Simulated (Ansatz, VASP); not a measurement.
# ZnGe2: VASP beside Ansatz

```
Zn Ge
1.0
     0.00000    3.94822    3.94822
     3.94822    0.00000    3.94822
     3.94822    3.94822    0.00000
Zn Ge
2 4
Direct
  0.00000 0.00000 0.00000
  0.25000 0.25000 0.25000
  0.62500 0.62500 0.62500
  0.12500 0.62500 0.62500
  0.62500 0.62500 0.12500
  0.62500 0.12500 0.62500
```

Alike in both runs: functional PBE; k mesh 4 × 4 × 4; occupations gaussian, width 0.1 eV; no spin polarisation.

Ansatz relaxed the structure, and its values are those at the end. VASP's run is a single point on that final structure, the one shown.

|  | VASP | Ansatz |
| --- | --- | --- |
| version | VASP 6.6.1 | Ansatz 0.2.0 |
| potentials or method | VASP PAW PBE potentials, release 64 (Zn, Ge_d), cutoff 520 eV | scalar-relativistic, plane waves, PAW |
| valence electrons in the cell | 80 | 80 |

```tsv
	VASP	Ansatz	Ansatz less VASP
gap on the k mesh at the Fermi level (eV)	none	none	-
pressure (GPa)	0.2	0.3	+0.01
```

A gap of «none» marks a metal or a gap that the smearing closes.
